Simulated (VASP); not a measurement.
# Cu2O (Pn-3m) in VASP: vibrations by perturbation theory with PBEsol

Aim: the vibrations by perturbation theory of Cu2O with PBEsol.

All numbers are computed with VASP 6.6.1; they aren't measurements. Logs are shortened: lines on timing, memory, paths and dates and some standing lists are left out, and cuts for length are marked.

## Step 1: The cell of the first run

It takes space group Pn-3m (No. 224, cubic). The conventional cell has a = 4.222 Å, b = 4.222 Å, c = 4.222 Å, α = 90.00°, β = 90.00°, γ = 90.00°. Within 2.4 Å of Cu (site symmetry -3m) lie 2 O at 1.83 Å. Within 2.4 Å of O (site symmetry -43m) lie 4 Cu at 1.83 Å.

## Step 2: Vibrations by perturbation theory, PBEsol

INCAR

```
PREC = Accurate
ENCUT = 600
EDIFF = 1E-8
ISMEAR = 0
SIGMA = 0.05
LREAL = False
LASPH = True
NELM = 120
ALGO = Normal
ISIF = 2
LWAVE = False
LCHARG = False
GGA = PS
NBANDS = 37
IBRION = 8
NSW = 1
GGA_COMPAT = False
```

KPOINTS

```
regular mesh
0
Gamma
  6 6 6
```

POSCAR

```
Cu2O
1.0
    4.2222358764      0.0000000000      0.0000000000
    0.0000000000      4.2222358764      0.0000000000
    0.0000000000      0.0000000000      4.2222358764
Cu O
4 2
Direct
    0.2500000000      0.2500000000      0.2500000000
    0.2500000000      0.7500000000      0.7500000000
    0.7500000000      0.7500000000      0.2500000000
    0.7500000000      0.2500000000      0.7500000000
    0.0000000000      0.0000000000      0.0000000000
    0.5000000000      0.5000000000      0.5000000000
```

Potentials or basis: VASP PAW PBE potentials, release 64 (Cu, O).

On the command line:

```bash
$ cat potpaw_PBE.64/Cu/POTCAR potpaw_PBE.64/O/POTCAR > POTCAR
$ mpirun -np 1 vasp_std > vasp.out
```

OUTCAR:

```text
PREC = Accurate
   ENCUT = 600
   EDIFF = 1E-8
   ISMEAR = 0
   LREAL = False
   LASPH = True
   NELM = 120
   ISIF = 2
   GGA = PS
   IBRION = 8
   NSW = 1

 ion  position               nearest neighbor table
   1  0.250  0.250  0.250-   5 1.83   6 1.83
   2  0.250  0.750  0.750-   5 1.83   6 1.83
   3  0.750  0.750  0.250-   5 1.83   6 1.83
   4  0.750  0.250  0.750-   5 1.83   6 1.83
   5  0.000  0.000  0.000-   1 1.83   2 1.83   3 1.83   4 1.83
   6  0.500  0.500  0.500-   1 1.83   2 1.83   3 1.83   4 1.83

  LATTYP: Found a simple cubic cell.
 ALAT       =     4.2222358764

  Lattice vectors:

 A1 = (   4.2222358764,   0.0000000000,   0.0000000000)
 A2 = (   0.0000000000,   4.2222358764,   0.0000000000)
 A3 = (   0.0000000000,   0.0000000000,   4.2222358764)

Analysis of symmetry for initial positions (statically):
=====================================================================
 Subroutine PRICEL returns:
 Original cell was already a primitive cell.

 Routine SETGRP: Setting up the symmetry group for a
 simple cubic supercell.

 Subroutine GETGRP returns: Found 48 space group operations
 (whereof 24 operations were pure point group operations)
[... 1037 lines left out ...]
  x    -0.00000     0.00000     0.00000     0.00000   -17.10217     0.00000
  y     0.00000    -0.00000     0.00000    -0.00000     0.00000   -17.10217
  z     0.00000     0.00000    -0.00000   -17.10217     0.00000    -0.00000

 SECOND DERIVATIVES (NOT SYMMETRIZED)
 ------------------------------------
               1X          1Y          1Z          2X          2Y          2Z          3X          3Y          3Z          4X          4Y          4Z          5X          5Y          5Z          6X          6Y          6Z
  1X   -10.215687   -8.659196   -8.659196   -0.481093    0.295450    0.295450    0.407721    0.669368   -0.295462    0.407721   -0.295462    0.669368    4.940670    3.994920    3.994920    4.940670    3.994920    3.994920
  1Y    -8.659196  -10.215687   -8.659196   -0.295462    0.407721    0.669368    0.669368    0.407721   -0.295462    0.295450   -0.481093    0.295450    3.994920    4.940670    3.994920    3.994920    4.940670    3.994920
  1Z    -8.659196   -8.659196  -10.215687   -0.295462    0.669368    0.407721    0.295450    0.295450   -0.481093    0.669368   -0.295462    0.407721    3.994920    3.994920    4.940670    3.994920    3.994920    4.940670
  2X    -0.481093   -0.295450   -0.295450  -10.215687    8.659196    8.659196    0.407721    0.295462   -0.669368    0.407721   -0.669368    0.295462    4.940670   -3.994920   -3.994920    4.940670   -3.994920   -3.994920
  2Y     0.295462    0.407721    0.669368    8.659196  -10.215687   -8.659196   -0.295450   -0.481093    0.295450   -0.669368    0.407721   -0.295462   -3.994920    4.940670    3.994920   -3.994920    4.940670    3.994920
  2Z     0.295462    0.669368    0.407721    8.659196   -8.659196  -10.215687   -0.669368   -0.295462    0.407721   -0.295450    0.295450   -0.481093   -3.994920    3.994920    4.940670   -3.994920    3.994920    4.940670
  3X     0.407721    0.669368    0.295462    0.407721   -0.295462   -0.669368  -10.215687   -8.659196    8.659196   -0.481093    0.295450   -0.295450    4.940670    3.994920   -3.994920    4.940670    3.994920   -3.994920
  3Y     0.669368    0.407721    0.295462    0.295450   -0.481093   -0.295450   -8.659196  -10.215687    8.659196   -0.295462    0.407721   -0.669368    3.994920    4.940670   -3.994920    3.994920    4.940670   -3.994920
  3Z    -0.295450   -0.295450   -0.481093   -0.669368    0.295462    0.407721    8.659196    8.659196  -10.215687    0.295462   -0.669368    0.407721   -3.994920   -3.994920    4.940670   -3.994920   -3.994920    4.940670
  4X     0.407721    0.295462    0.669368    0.407721   -0.669368   -0.295462   -0.481093   -0.295450    0.295450  -10.215687    8.659196   -8.659196    4.940670   -3.994920    3.994920    4.940670   -3.994920    3.994920
  4Y    -0.295450   -0.481093   -0.295450   -0.669368    0.407721    0.295462    0.295462    0.407721   -0.669368    8.659196  -10.215687    8.659196   -3.994920    4.940670   -3.994920   -3.994920    4.940670   -3.994920
  4Z     0.669368    0.295462    0.407721    0.295450   -0.295450   -0.481093   -0.295462   -0.669368    0.407721   -8.659196    8.659196  -10.215687    3.994920   -3.994920    4.940670    3.994920   -3.994920    4.940670
  5X     4.952332    3.995682    3.995682    4.952332   -3.995682   -3.995682    4.952332    3.995682   -3.995682    4.952332   -3.995682    3.995682  -18.479474   -0.000000    0.000000   -1.329855   -0.000000    0.000000
  5Y     3.995682    4.952332    3.995682   -3.995682    4.952332    3.995682    3.995682    4.952332   -3.995682   -3.995682    4.952332   -3.995682   -0.000000  -18.479474    0.000000   -0.000000   -1.329855    0.000000
  5Z     3.995682    3.995682    4.952332   -3.995682    3.995682    4.952332   -3.995682   -3.995682    4.952332    3.995682   -3.995682    4.952332    0.000000    0.000000  -18.479474   -0.000000    0.000000   -1.329855
  6X     4.952332    3.995682    3.995682    4.952332   -3.995682   -3.995682    4.952332    3.995682   -3.995682    4.952332   -3.995682    3.995682   -1.329855   -0.000000    0.000000  -18.479474   -0.000000    0.000000
  6Y     3.995682    4.952332    3.995682   -3.995682    4.952332    3.995682    3.995682    4.952332   -3.995682   -3.995682    4.952332   -3.995682   -0.000000   -1.329855    0.000000   -0.000000  -18.479474    0.000000
  6Z     3.995682    3.995682    4.952332   -3.995682    3.995682    4.952332   -3.995682   -3.995682    4.952332    3.995682   -3.995682    4.952332   -0.000000    0.000000   -1.329855    0.000000    0.000000  -18.479474

 Eigenvectors and eigenvalues of the dynamical matrix
 ----------------------------------------------------

   1 f  =   19.825553 THz   124.567622 2PiTHz  661.309256 cm-1    81.991861 meV
             X         Y         Z           dx          dy          dz
      1.055559  1.055559  1.055559     0.019547   -0.012363    0.003310
      1.055559  3.166677  3.166677     0.203354   -0.202789   -0.187116
      3.166677  3.166677  1.055559     0.019547   -0.012363   -0.003310
      3.166677  1.055559  3.166677     0.203354   -0.202789    0.187116
      0.000000  0.000000  0.000000    -0.444676    0.429219   -0.000000
      2.111118  2.111118  2.111118    -0.444676    0.429219   -0.000000
[... 145 lines left out ...]
  18 f/i=    0.011761 THz     0.073898 2PiTHz    0.392311 cm-1     0.048640 meV
             X         Y         Z           dx          dy          dz
      1.055559  1.055559  1.055559    -0.025389    0.000104   -0.470644
      1.055559  3.166677  3.166677    -0.026848    0.000023   -0.470725
      3.166677  3.166677  1.055559    -0.026846   -0.001354   -0.470727
      3.166677  1.055559  3.166677    -0.025391   -0.001435   -0.470646
      0.000000  0.000000  0.000000    -0.013058   -0.000333   -0.235314
      2.111118  2.111118  2.111118    -0.013058   -0.000333   -0.235314

--------------------------------------------------------------------------------------------------------

 ELASTIC MODULI CONTR FROM IONIC RELAXATION (kBar)
 Direction    XX          YY          ZZ          XY          YZ          ZX
 --------------------------------------------------------------------------------
 XX          -0.0000      0.0000      0.0000      0.0000     -0.0000      0.0000
 YY           0.0000     -0.0000      0.0000      0.0000      0.0000     -0.0000
 ZZ           0.0000      0.0000     -0.0000     -0.0000      0.0000      0.0000
 XY           0.0000      0.0000     -0.0000   -726.0408      0.0000      0.0000
 YZ          -0.0000      0.0000      0.0000     -0.0000   -726.0408      0.0000
 ZX           0.0000     -0.0000      0.0000      0.0000      0.0000   -726.0408
 --------------------------------------------------------------------------------
```

OSZICAR:

```text
N       E                     dE             d eps       ncg     rms          rms(c)
DAV:   1     0.563139089690E+03    0.56314E+03   -0.27415E+04  1480   0.268E+03
DAV:   2     0.645730137792E+02   -0.49857E+03   -0.47420E+03  1490   0.479E+02
DAV:   3    -0.300004287958E+02   -0.94573E+02   -0.89776E+02  1892   0.227E+02
DAV:   4    -0.362511786525E+02   -0.62507E+01   -0.61552E+01  2214   0.654E+01
[... 52 lines left out ...]
RMM:  14    -0.365996597030E+00    0.83049E-07   -0.42642E-09  6286   0.510E-05    0.188E-06
RMM:  15    -0.365996577762E+00    0.19269E-07   -0.66288E-09  6685   0.393E-05    0.126E-06
RMM:  16    -0.365996588473E+00   -0.10712E-07   -0.82521E-09  6348   0.337E-05    0.476E-07
RMM:  17    -0.365996593679E+00   -0.52054E-08   -0.78291E-09  6351   0.331E-05    0.102E-07
 Linear response finished
```

stdout:

```text
POSCAR found type information on POSCAR CuO
 POSCAR found :  2 types and       6 ions
 scaLAPACK will be used
 -----------------------------------------------------------------------------
|                                                                             |
|                                                                             |
|     You enforced a specific xc type in the INCAR file but a different       |
|     I HOPE YOU KNOW WHAT YOU ARE DOING!                                     |
|                                                                             |
 -----------------------------------------------------------------------------

 LDA part: xc-table for (Slater+PW92), standard interpolation
 POSCAR, INCAR and KPOINTS ok, starting setup
 FFT: planning ... GRIDC
 FFT: planning ... GRID_SOFT
 FFT: planning ... GRID
 WAVECAR not read
 entering main loop
 Linear response reoptimize wavefunctions to high precision
 Linear response DOF=           2
 Linear response progress:
 first order change of Fermi-energy  -0.10044E-03
 force on displaced ion       1 direction 1 : -10.216  -8.659  -8.659
 Linear response progress:
 first order change of Fermi-energy   0.16647E-03
 force on displaced ion       5 direction 1 : -18.479   0.000  -0.000
 Linear response finished
```

Wall time 8.6 min (1 thread of Oxide Virtual Turin-like, shared host); peak memory 0.53 GiB.

What came out:

* Highest phonon frequency at Γ, LO-TO splitting left out: 661 cm⁻¹

Phonon frequencies in cm⁻¹ (negative: imaginary):
```csv
q point,frequencies
"(0.000, 0.000, 0.000)",0 0 0 65 65 65 83 83 144 144 144 366 540 540 540 661 661 661
```
